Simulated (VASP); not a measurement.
Runs of VASP 6.6.1 on O. The structure is that of space group Fd-3m (No. 227), or close to it. The cells are those of the table. 

```tsv
cell	gap on the mesh (eV)	pressure (GPa)
a = 3.090 Å, angles 60.0°, 2 atoms	none	-7.3
a = 3.049 Å, angles 60.0°, 2 atoms	none	-2.1
a = 3.029 Å, angles 60.0°, 2 atoms	none	(b)
a = 3.110 Å, angles 60.0°, 2 atoms	none	-9.5
a = 3.007 Å, angles 60.0°, 2 atoms	none	(a)
```

Alike in all rows: task single point; level LDA; potentials or basis VASP PAW LDA potentials, release 64 (O); no spin polarisation; k mesh 8 × 8 × 8; cutoff (eV) 520; smearing fermi-dirac 0.05 eV.

Question: Fill in the values left out.

Answer: (a) 4.3; (b) 0.9.

A gap of «none» marks levels without a gap at the run's occupations.
